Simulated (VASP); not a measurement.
**Ti: single point with LDA**

The system is Ti.

```
Ti
1.0
    -1.58751    1.58751    1.58751
     1.58751   -1.58751    1.58751
     1.58751    1.58751   -1.58751
Ti
1
Direct
  0.00000 0.00000 0.00000
```

| Quantity | Value |
| --- | --- |
| Program | VASP 6.6.1 |
| Task | single point |
| Functional | LDA |
| Potentials or basis | VASP PAW LDA potentials, release 64 (Ti_sv) |
| Cutoff | 520 eV |
| k mesh | 8 × 8 × 8 |
| Occupations | gaussian, width 0.1 eV |
| Spin | no spin polarisation |
| Dipole correction | no |
| Further INCAR settings | ALGO = Normal; EDIFF = 1e-06; NBANDS = 12 |

| Quantity | Value |
| --- | --- |
| Pressure | -1.0 GPa |
| Band gap on the k mesh | zero (band 6 reaches 9.73 eV, above the bottom of band 7 at 8.09 eV) |

Levels at points of the mesh, in eV from the Fermi level:
```tsv
k point	band 4	band 5	band 6	band 7	band 8	band 9
(0.00, 0.00, 0.00)	-31.79	-6.02	1.03	1.03	1.03	2.99
(0.50, 0.00, 0.00)	-31.80	-2.64	-0.51	1.54	2.99	3.38
(0.50, 0.50, 0.50)	-32.40	-2.38	-2.38	4.33	4.33	4.33
```

Wall time 3.5 s on 1 thread of Intel Xeon 6975P-C (shared host), peak memory 0.12 GiB.
